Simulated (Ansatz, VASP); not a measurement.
## BAs: VASP beside Ansatz

The input POSCAR:

```
BAs
1.0
    0.0000000000      2.3201596810      2.3919171969
    2.3919171969      0.0000000000      2.3919171969
    2.3919171969      2.3201596810      0.0000000000
B As
1 1
Direct
    0.0000000000      0.0000000000      0.0000000000
    0.7500000000      0.7500000000      0.7500000000
```

The input INCAR.step1:

```
PREC = Accurate
ENCUT = 520
ISMEAR = 0
SIGMA = 0.05
LREAL = False
LASPH = True
NELM = 60
NBANDS = 11
GGA = PE
ALGO = Normal
EDIFF = 1E-4
LWAVE = True
LCHARG = False
```

File INCAR.step2:

```
PREC = Accurate
ENCUT = 520
EDIFF = 1E-7
ISMEAR = 0
SIGMA = 0.05
LREAL = False
LASPH = True
NELM = 60
ALGO = Normal
ISIF = 2
LWAVE = False
LCHARG = True
METAGGA = R2SCAN
LMIXTAU = True
LELF = True
LVHAR = True
NBANDS = 11
ISTART = 1
```

File KPOINTS:

```
regular mesh
0
Gamma
  10 10 10
```

Input for Ansatz:

```yaml
crystal:
  lattice:
    - [0.0, 2.320159681, 2.3919171969]
    - [2.3919171969, 0.0, 2.3919171969]
    - [2.3919171969, 2.320159681, 0.0]
  atoms:
    - { symbol: B, position: [0.0, 0.0, 0.0] }
    - { symbol: As, position: [0.75, 0.75, 0.75] }
basis:
  ecutwfc: 500
kpoints:
  mp_grid: { grid: [10, 10, 10] }
hamiltonian:
  xc: r2scan
scf:
  occupations: { method: gaussian, width: 0.05 }
output:
  forces: true
  stress: true
  eigenvalues: true
```

Change from the starting cell: strain -0.0300 x Voigt [0, 1, 0, 0, 0, 0], atoms carried along.

Alike in both runs: task single point; functional r2SCAN; k mesh 10 × 10 × 10; occupations gaussian, width 0.05 eV; no spin polarisation.

|  | VASP | Ansatz |
| --- | --- | --- |
| version | VASP 6.6.1 | Ansatz 0.2.0 |
| potentials or method | VASP PAW PBE potentials, release 64 (B, As), cutoff 520 eV | scalar-relativistic, plane waves, PAW |
| valence electrons in the cell | 8 | 18 |

Ansatz gave:

| Property | Result |
| --- | --- |
| gap on the k mesh at the Fermi level (eV) | 0.85 |
| least direct gap on the mesh (eV) | 3.13 |
| pressure (GPa) | 4.6 |
| traceless stress, the component that is largest in VASP (GPa) | 4.44 |

**Question.** What did VASP give for the same quantities?

**Answer.** gap on the k mesh at the Fermi level (eV): 0.85; least direct gap on the mesh (eV): 3.13; pressure (GPa): 4.9; traceless stress, the component that is largest in VASP (GPa): 4.43.

VASP's potentials were made for PBE, not for r2SCAN. With one functional, cell and mesh, what is left measures potentials, basis and numerics. VASP's potentials hold 8 valence electrons a cell and Ansatz's 18, so a difference there can come from the potentials and not from the codes.
